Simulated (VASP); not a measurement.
Here is a VASP 6.6.1 calculation.

File POSCAR:

```
Hf
1.0
    3.0803620512     -0.0000001260      0.0008811462
   -0.0000001260      3.0803620512      0.0008811462
   -1.5395185331     -1.5395185331      2.3095961722
Hf
1
Direct
    0.0000000000      0.0000000000      0.0000000000
```

The input INCAR.step1:

```
SYSTEM = Hf
PREC = Accurate ; ENCUT = 520
ISMEAR = 0 ; SIGMA = 0.1
LREAL = .FALSE. ; LASPH = .TRUE.
NELM = 80 ; NBANDS = 11
ISYM = 0 ; GGA = PE
ALGO = Normal ; EDIFF = 1E-4
LWAVE = .TRUE. ; LCHARG = .FALSE.
```

The input INCAR.step2:

```
SYSTEM = Hf
PREC = Accurate ; ENCUT = 520
EDIFF = 1E-6 ; ISMEAR = 0
SIGMA = 0.1 ; LREAL = .FALSE.
LASPH = .TRUE. ; NELM = 80
ALGO = Normal ; ISIF = 2
LWAVE = .FALSE. ; LCHARG = .FALSE.
METAGGA = R2SCAN ; LMIXTAU = .TRUE.
NBANDS = 11 ; ISYM = 0
ISTART = 1
```

Contents of KPOINTS:

```
Automatic mesh
0
G
  11 11 15
  0 0 0
```

Potentials or basis: VASP PAW PBE potentials, release 64 (Hf_pv).

Launch:

```sh
$ cat potpaw_PBE.64/Hf_pv/POTCAR > POTCAR
$ cp INCAR.step1 INCAR
$ mpirun -np 1 vasp_std > vasp.out
$ cp INCAR.step2 INCAR
$ mpirun -np 1 vasp_std > vasp.out
```

Predict the pressure.

2.0 GPa.

What does it give for the band gap on the k mesh?

Zero (bands 5 and 6 overlap by 1.87 eV).

Stress tensor (GPa, compression positive):
```
 3.21  0.24  0.00
 0.24  3.21  0.00
 0.00  0.00 -0.46
```

Caveat: the PAW data sets were made with another functional, which shifts forces and pressure a little; spin-orbit coupling is left out, which moves the levels of the heavy elements.
